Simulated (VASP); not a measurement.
Input of a VASP 6.6.1 run:

File INCAR:

```
SYSTEM = GaN
PREC = Accurate
ENCUT = 600
EDIFF = 1E-6
ISMEAR = -1
SIGMA = 0.02
LREAL = .False.
LASPH = .True.
NELM = 120
ALGO = Normal
ISIF = 2
LWAVE = .False.
LCHARG = .False.
GGA = PE
NBANDS = 16
GGA_COMPAT = .False.
```

File KPOINTS:

```
Automatic mesh
0
Gamma
  7 7 7
  0 0 0
```

The input POSCAR:

```
GaN
1.0
    0.0225350100      2.2647685050      2.2647685050
    2.2647685050      0.0225350100      2.2647685050
    2.2647685050      2.2647685050      0.0225350100
Ga N
1 1
Direct
    0.0000000000      0.0000000000      0.0000000000
    0.7500000000      0.7500000000      0.7500000000
```

Potentials or basis: VASP PAW PBE potentials, release 64 (Ga_d, N).

Run with:

```bash
$ cat potpaw_PBE.64/Ga_d/POTCAR potpaw_PBE.64/N/POTCAR > POTCAR
$ mpirun -np 1 vasp_std > vasp.out
```

**Question.** Predict the pressure.

**Answer.** 5.0 GPa.

**Question.** What does it give for the largest force?

**Answer.** 0.137 eV/Å.

**Question.** Predict the band gap on the k mesh.

**Answer.** 1.70 eV, direct.

Stress tensor (GPa, compression positive):
```
 5.00 -1.89 -1.89
-1.89  5.00 -1.89
-1.89 -1.89  5.00
```
